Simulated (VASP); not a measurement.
Write the native input for VASP 6.6.1 that does the following.

- Task: single point
- Functional: RPBE
- Potentials or basis: VASP PAW PBE potentials, release 64 (Zn, S)
- Cutoff: 520 eV
- k mesh: 8 × 8 × 5
- Occupations: fermi-dirac, width 0.05 eV
- Spin: no spin polarisation
- Dipole correction: no
- Further INCAR settings: ALGO = Normal; EDIFF = 1e-07; NBANDS = 26

The structure of ZnS lies in POSCAR:

```
ZnS
1.0
    3.7594936861      0.0000000000      0.0000000000
   -1.8797468431      3.2558170375      0.0000000000
    0.0000000000      0.0000000000      6.1497464286
Zn S
2 2
Direct
    0.6666666667      0.3333333333      0.5000000000
    0.3333333333      0.6666666667      0.0000000000
    0.6666666667      0.3333333333      0.8850000000
    0.3333333333      0.6666666667      0.3850000000
```

These files were run (other wordings do the same):

INCAR

```
SYSTEM = ZnS
PREC = Accurate
ENCUT = 520
EDIFF = 1E-7
ISMEAR = -1
SIGMA = 0.05
LREAL = .False.
LASPH = .True.
NELM = 100
ALGO = Normal
ISIF = 2
LWAVE = .False.
LCHARG = .False.
GGA = RP
NBANDS = 26
```

KPOINTS

```
Automatic mesh
0
Gamma
  8 8 5
  0 0 0
```

Potentials or basis: VASP PAW PBE potentials, release 64 (Zn, S).

Run with:

```console
$ cat potpaw_PBE.64/Zn/POTCAR potpaw_PBE.64/S/POTCAR > POTCAR
$ mpirun -np 1 vasp_std > vasp.out
```

It gave:

* Pressure: 8.8 GPa
* Largest force: 0.380 eV/Å
* Band gap on the k mesh: 2.62 eV

Caveat: the cell stands under pressure; the PAW data sets were made with another functional, which shifts forces and pressure a little.

Wall time 2.3 min on 1 thread of AMD EPYC 7R13, on a shared host, peak memory 0.18 GiB.
